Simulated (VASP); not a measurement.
A run of VASP 6.6.1 is set up as follows.

The input POSCAR:

```
GaP
1.0
    2.6882430579      2.6882430579      0.0000000000
   -2.6882430579      2.6882430579      0.0000000000
    0.0000000000      2.6882430579      2.6882430579
Ga P
1 1
Direct
    0.0000000000      0.0000000000      0.0000000000
    0.7500000000      0.2500000000      0.5000000000
```

INCAR.step1

```
  ALGO = Normal
  EDIFF = 1E-4
  ENCUT = 520
  GGA = PE
  ISMEAR = 0
  LASPH = T
  LCHARG = F
  LREAL = F
  LWAVE = T
  NBANDS = 16
  NELM = 100
  PREC = Accurate
  SIGMA = 0.01
```

INCAR.step2

```
  ALGO = Normal
  EDIFF = 1E-6
  ENCUT = 520
  ISIF = 2
  ISMEAR = 0
  ISTART = 1
  LASPH = T
  LCHARG = F
  LMIXTAU = T
  LREAL = F
  LWAVE = F
  METAGGA = R2SCAN
  NBANDS = 16
  NELM = 100
  PREC = Accurate
  SIGMA = 0.01
```

File KPOINTS:

```
k-points
0
Gamma
  8 8 8
```

Potentials or basis: VASP PAW PBE potentials, release 64 (Ga_d, P).

Command:

```console
$ cat potpaw_PBE.64/Ga_d/POTCAR potpaw_PBE.64/P/POTCAR > POTCAR
$ cp INCAR.step1 INCAR
$ mpirun -np 1 vasp_std > vasp.out
$ cp INCAR.step2 INCAR
$ mpirun -np 1 vasp_std > vasp.out
```

Predict the band gap on the k mesh.

1.83 eV, indirect (least direct gap 2.71 eV).

What does it give for the pressure?

4.0 GPa.

Caveat: the PAW data sets were made with another functional, which shifts forces and pressure a little. r2SCAN opens gaps a little over a GGA but as a rule still falls short of measured ones.
